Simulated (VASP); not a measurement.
A run of VASP 6.6.1 is set up as follows.

POSCAR

```
Ta
1.0
    0.0000000000      3.0696758892      3.0696758892
    3.0696758892      0.0000000000      3.0696758892
    3.0696758892      3.0696758892      0.0000000000
Ta
2
Direct
    0.1250000000      0.1250000000      0.1250000000
    0.8750000000      0.8750000000      0.8750000000
```

The input INCAR.step1:

```
SYSTEM = Ta
PREC = Accurate
ENCUT = 520
ISMEAR = -1
SIGMA = 0.1
LREAL = .False.
LASPH = .True.
NELM = 100
NBANDS = 18
GGA = PE
ALGO = Normal
EDIFF = 1E-4
LWAVE = .True.
LCHARG = .False.
```

INCAR.step2

```
SYSTEM = Ta
PREC = Accurate
ENCUT = 520
EDIFF = 1E-6
ISMEAR = -1
SIGMA = 0.1
LREAL = .False.
LASPH = .True.
NELM = 100
ALGO = Normal
ISIF = 2
LWAVE = .False.
LCHARG = .False.
METAGGA = R2SCAN
LMIXTAU = .True.
NBANDS = 18
ISTART = 1
```

Contents of KPOINTS:

```
regular mesh
0
Gamma
  10 10 10
  0 0 0
```

Potentials or basis: VASP PAW PBE potentials, release 64 (Ta_pv).

Command:

```bash
$ cat potpaw_PBE.64/Ta_pv/POTCAR > POTCAR
$ cp INCAR.step1 INCAR
$ mpirun -np 1 vasp_std > vasp.out
$ cp INCAR.step2 INCAR
$ mpirun -np 1 vasp_std > vasp.out
```

Q: Estimate the pressure.

A: -2.3 GPa.

Q: Predict the band gap on the k mesh.

A: Zero (band 11 reaches 2.30 eV, above the bottom of band 12 at 1.44 eV).

Caveat: the PAW data sets were made with another functional, which shifts forces and pressure a little; spin-orbit coupling is left out, which moves the levels of the heavy elements.
